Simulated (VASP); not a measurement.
Wanted: the native input for a VASP 6.6.1 run.

```yaml
Task: relaxation of cell and atoms
Functional: LDA
Potentials_or_basis: VASP PAW LDA potentials, release 64 (Y_sv)
Cutoff: 600 eV
k_mesh: 6 × 6 × 6
Occupations: methfessel-paxton, width 0.1 eV
Spin: no spin polarisation
Dipole_correction: no
Further_INCAR_settings: ALGO = Normal; EDIFF = 1e-07; IBRION = 2; EDIFFG = -0.03; NSW = 80; ISIF = 3
```

The structure of Y lies in POSCAR:

```
Y
1.0
    3.3100000000      0.0000000000      0.0000000000
    0.0000000000      3.3100000000      0.0000000000
    0.0000000000      0.0000000000      3.3100000000
Y
1
Direct
    0.0000000000      0.0000000000      0.0000000000
```

One way to write it, as run:

INCAR

```
  PREC = Accurate
  ENCUT = 600
  EDIFF = 1E-7
  ISMEAR = 1
  SIGMA = 0.1
  LREAL = False
  LASPH = True
  NELM = 80
  ALGO = Normal
  ISIF = 3
  LWAVE = False
  LCHARG = False
  GGA = CA
  IBRION = 2
  NSW = 80
  EDIFFG = -0.03
```

KPOINTS

```
Automatic mesh
0
Gamma
  6 6 6
```

Potentials or basis: VASP PAW LDA potentials, release 64 (Y_sv).

The run is started by

```console
$ cat potpaw_LDA.64/Y_sv/POTCAR > POTCAR
$ mpirun -np 1 vasp_std > vasp.out
```

Results of the run:

The relaxed volume is 30.80 Å³/atom and the relaxed cell is a = 3.135 Å, b = 3.135 Å, c = 3.135 Å, α = 90.00°, β = 90.00°, γ = 90.00°. The space group after relaxing (to 0.05 Å) is Pm-3m (No. 221) and the energy gained by relaxing is 87.5 meV/atom. The ionic steps are 3. The pressure after relaxing is -0.1 GPa.

Caveat: the volume moved by over 15 % at a fixed basis, so the end points are rough.

It used 66 s of CPU time on 1 thread of AMD EPYC 7R13 Processor (Zen 3), on a shared host.
